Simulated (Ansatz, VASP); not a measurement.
**BAs: VASP beside Ansatz**

The input INCAR:

```
PREC = Accurate
ENCUT = 520
EDIFF = 1E-6
ISMEAR = -1
SIGMA = 0.03
LREAL = False
LASPH = True
NELM = 100
ALGO = Normal
ISIF = 2
LWAVE = False
LCHARG = False
GGA = PE
NBANDS = 11
```

KPOINTS

```
regular mesh
0
Gamma
  10 10 10
```

The input POSCAR:

```
BAs
1.0
    0.0000000000      2.1892914214      2.1892914214
    2.1892914214      0.0000000000      2.1892914214
    2.1892914214      2.1892914214      0.0000000000
B As
1 1
Direct
    0.7500000000      0.7500000000      0.7500000000
    0.0000000000      0.0000000000      0.0000000000
```

Input for Ansatz:

```yaml
crystal:
  lattice:
    - [0.0, 2.1892914214, 2.1892914214]
    - [2.1892914214, 0.0, 2.1892914214]
    - [2.1892914214, 2.1892914214, 0.0]
  atoms:
    - { symbol: B, position: [0.75, 0.75, 0.75] }
    - { symbol: As, position: [0.0, 0.0, 0.0] }
kpoints:
  mp_grid: { grid: [10, 10, 10] }
  band_path:
    path:
      - [0.0, 0.0, 0.0]
      - [-0.5, -0.5, 0.0]
      - [-0.375, -0.375, 0.25]
      - [-0.375, 0.0, 0.375]
      - [0.0, 0.0, 0.0]
      - [0.0, 0.0, 0.5]
      - [-0.5, -0.25, 0.25]
      - [-0.5, -0.5, 0.0]
    npoints: 6
scf:
  occupations: { method: fermi_dirac, width: 0.03 }
hamiltonian:
  xc: pbe
  pseudopotentials: { kind: all_electron, lapw: { basis_error: 0.001 } }
output:
  forces: true
  stress: true
  eigenvalues: true
  populations: true
```

Change from the starting cell: volume scaled by 0.75, LAPW.

Alike in both runs: task single point; functional PBE; k mesh 10 × 10 × 10; occupations fermi-dirac, width 0.03 eV; no spin polarisation.

```csv
,VASP,Ansatz
version,VASP 6.6.1,Ansatz 0.2.0
potentials or method,"VASP PAW PBE potentials, release 64 (B, As), cutoff 520 eV","all-electron LAPW, scalar-relativistic"
```

```tsv
	VASP	Ansatz	Ansatz less VASP
pressure (GPa)	67.4	65.0	-2.32
```

Both programs put the cell under a high pressure, so it lies far from rest at this level. Ansatz ran all-electron here, and VASP with PAW potentials.

Noted on VASP's run: the cell as given lies far from equilibrium.
